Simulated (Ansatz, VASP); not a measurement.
Ba in VASP and in Ansatz

INCAR

```
ALGO     = Fast           # electronic algorithm
EDIFF    = 1E-7           # SCF threshold, eV
ENCUT    = 520            # plane-wave cutoff, eV
GGA      = PE             # functional
ISIF     = 2              # what is computed and relaxed
ISMEAR   = 0              # smearing method
LASPH    = T              # aspherical terms in the spheres
LCHARG   = F              # write CHGCAR
LREAL    = F              # projectors in reciprocal space
LWAVE    = F              # write WAVECAR
NBANDS   = 17             # bands
NELM     = 60             # most SCF steps
PREC     = Accurate       # precision mode
SIGMA    = 0.15           # smearing width, eV
```

File KPOINTS:

```
k-points
0
Gamma
  9 9 12
```

File POSCAR:

```
Ba
1.0
    7.5557524394      0.0000000000      0.0000000000
   -3.7778762197      6.5434735572      0.0000000000
    0.0000000000      0.0000000000      3.9093935500
Ba
2
Direct
    0.3333333333      0.6666666667      0.5000000000
    0.6666666667      0.3333333333      0.5000000000
```

Input for Ansatz:

```yaml
crystal:
  lattice:
    - [7.5557524394, 0.0, 0.0]
    - [-3.7778762197, 6.5434735572, 0.0]
    - [0.0, 0.0, 3.90939355]
  atoms:
    - { symbol: Ba, position: [0.3333333333, 0.6666666667, 0.5] }
    - { symbol: Ba, position: [0.6666666667, 0.3333333333, 0.5] }
basis:
  ecutwfc: 420
kpoints:
  mp_grid: { grid: [9, 9, 12] }
hamiltonian:
  xc: pbe
scf:
  occupations: { method: gaussian, width: 0.15 }
output:
  forces: true
  stress: true
  eigenvalues: true
```

Change from the starting cell: strain +0.080 along x and y, +0.000 along z, atoms carried along.

Alike in both runs: task single point; functional PBE; k mesh 9 × 9 × 12; occupations gaussian, width 0.15 eV; no spin polarisation.

```csv
,VASP,Ansatz
version,VASP 6.6.1,Ansatz 0.2.0
potentials or method,"VASP PAW PBE potentials, release 64 (Ba_sv), cutoff 520 eV","scalar-relativistic, plane waves, PAW"
valence electrons in the cell,20,20
```

Ansatz gave:

```
gap on the k mesh at the Fermi level (eV)                     : none
pressure (GPa)                                                : -0.1
traceless stress, the component that is largest in VASP (GPa) : 0.61
```

Q: Estimate VASP's values.

A: gap on the k mesh at the Fermi level (eV): none; pressure (GPa): 0.0; traceless stress, the component that is largest in VASP (GPa): 0.64.

A gap of «none» marks a metal or a gap that the smearing closes. The functional is the same, so the differences come from potentials, cutoffs and numerics.

Spin-orbit coupling is off throughout.
